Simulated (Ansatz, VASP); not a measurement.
# C: VASP beside Ansatz

```
CELL_PARAMETERS angstrom
2.45510 0.00000 0.00000
-1.22755 2.12618 0.00000
0.00000 0.00000 4.12717
ATOMIC_POSITIONS crystal
C 0.33333 0.66667 0.99973
C 0.66667 0.33333 0.49973
C 0.33333 0.66667 0.37427
C 0.66667 0.33333 0.87427
```

Change from the starting cell: strained cell.

Alike in both runs: task relaxation of the atoms; functional r2SCAN; k mesh 9 × 9 × 6; occupations gaussian, width 0.02 eV; no spin polarisation.

```csv
,VASP,Ansatz
version,VASP 6.6.1,Ansatz 0.2.0
potentials or method,"VASP PAW PBE potentials, release 64 (C), cutoff 520 eV","scalar-relativistic, plane waves, PAW"
valence electrons in the cell,16,16
```

|  | VASP | Ansatz | Ansatz less VASP |
| --- | --- | --- | --- |
| gap on the k mesh at the Fermi level, each at its own relaxed structure (eV) | 3.33 | 3.38 | +0.051 |

VASP's potentials were made for PBE, not for r2SCAN. Ansatz's warnings: stress scf threshold loose.
